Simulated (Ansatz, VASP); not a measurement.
One calculation of SiO2, two programs

POSCAR

```
SiO2
1.0
    4.1854060762      0.0000000000      0.0000000000
    0.0000000000      4.1854060762      0.0000000000
    0.0000000000      0.0000000000      2.6687449733
Si O
2 4
Direct
    0.5000000000      0.5000000000      0.5000000000
    0.0000000000      0.0000000000      0.0000000000
    0.7150034265      0.6727669763      0.0000000000
    0.2150034265      0.8272330237      0.5000000000
    0.2849965735      0.3272330237      0.0000000000
    0.7849965735      0.1727669763      0.5000000000
```

INCAR.step1

```
SYSTEM = SiO2
PREC = Accurate ; ENCUT = 520
ISMEAR = 0 ; SIGMA = 0.05
LREAL = .FALSE. ; LASPH = .TRUE.
NELM = 80 ; NBANDS = 25
GGA = PE ; ALGO = Normal
EDIFF = 1E-4 ; LWAVE = .TRUE.
LCHARG = .FALSE.
```

File INCAR.step2:

```
SYSTEM = SiO2
PREC = Accurate ; ENCUT = 520
EDIFF = 1E-6 ; ISMEAR = 0
SIGMA = 0.05 ; LREAL = .FALSE.
LASPH = .TRUE. ; NELM = 80
ALGO = Normal ; ISIF = 2
LWAVE = .FALSE. ; LCHARG = .FALSE.
METAGGA = R2SCAN ; LMIXTAU = .TRUE.
NBANDS = 25 ; ISTART = 1
```

KPOINTS

```
regular mesh
0
G
  6 6 8
  0 0 0
```

Input for Ansatz:

```yaml
crystal:
  lattice:
    - [4.1854060762, 0.0, 0.0]
    - [0.0, 4.1854060762, 0.0]
    - [0.0, 0.0, 2.6687449733]
  atoms:
    - { symbol: Si, position: [0.5, 0.5, 0.5] }
    - { symbol: Si, position: [0.0, 0.0, 0.0] }
    - { symbol: O, position: [0.7150034265, 0.6727669763, 0.0] }
    - { symbol: O, position: [0.2150034265, 0.8272330237, 0.5] }
    - { symbol: O, position: [0.2849965735, 0.3272330237, 0.0] }
    - { symbol: O, position: [0.7849965735, 0.1727669763, 0.5] }
basis:
  ecutwfc: 500
kpoints:
  mp_grid: { grid: [6, 6, 8] }
hamiltonian:
  xc: r2scan
scf:
  occupations: { method: gaussian, width: 0.05 }
output:
  forces: true
  stress: true
  eigenvalues: true
```

Change from the starting cell: mode 4 (232.3 1/cm) frozen in, largest displacement +0.125 Å.

Alike in both runs: task single point; functional r2SCAN; k mesh 6 × 6 × 8; occupations gaussian, width 0.05 eV; no spin polarisation.

|  | VASP | Ansatz |
| --- | --- | --- |
| version | VASP 6.6.1 | Ansatz 0.2.0 |
| potentials or method | VASP PAW PBE potentials, release 64 (Si, O), cutoff 520 eV | scalar-relativistic, plane waves, PAW |
| valence electrons in the cell | 32 | 32 |

Ansatz gave:

| Property | Result |
| --- | --- |
| gap on the k mesh at the Fermi level (eV) | 6.57 |
| least direct gap on the mesh (eV) | 6.57 |
| pressure (GPa) | -1.4 |
| traceless stress, the component that is largest in VASP (GPa) | -6.16 |
| rms of the force components (eV/Å) | 0.216 |

What did VASP give for the same quantities?

gap on the k mesh at the Fermi level (eV): 6.57; least direct gap on the mesh (eV): 6.57; pressure (GPa): -1.0; traceless stress, the component that is largest in VASP (GPa): -6.42; rms of the force components (eV/Å): 0.216.

VASP's potentials were made for PBE, not for r2SCAN. Atom by atom the forces differ by 0.010 eV/Å (rms over components).
